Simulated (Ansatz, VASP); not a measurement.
# MgS: VASP beside Ansatz

```
Mg S
1.0
     4.04052    0.00000    0.00000
    -2.02026    3.49919    0.00000
     0.00000    0.00000   13.08003
Mg S
4 4
Direct
  0.00000 0.00000 0.09486
  0.00000 0.00000 0.59486
  0.33333 0.66667 0.34395
  0.66667 0.33333 0.84395
  0.00000 0.00000 0.40573
  0.00000 0.00000 0.90573
  0.33333 0.66667 0.15546
  0.66667 0.33333 0.65546
```

Alike in both runs: functional PBE; k mesh 6 × 6 × 2; occupations gaussian, width 0.1 eV; no spin polarisation.

Ansatz relaxed the structure, and its values are those at the end. VASP's run is a single point on that final structure, the one shown.

|  | VASP | Ansatz |
| --- | --- | --- |
| version | VASP 6.6.1 | Ansatz 0.2.0 |
| potentials or method | VASP PAW PBE potentials, release 64 (Mg, S), cutoff 520 eV | scalar-relativistic, plane waves, PAW |
| valence electrons in the cell | 32 | 64 |

Ansatz gave:

| Quantity | Value |
| --- | --- |
| gap on the k mesh at the Fermi level (eV) | 3.38 |
| least direct gap on the mesh (eV) | 3.38 |
| pressure (GPa) | 0.0 |

Question: What did VASP give for the same quantities?

Answer: gap on the k mesh at the Fermi level (eV): 3.37; least direct gap on the mesh (eV): 3.37; pressure (GPa): -0.2.

VASP's potentials hold 32 valence electrons a cell and Ansatz's 64, so a difference there can come from the potentials and not from the codes.
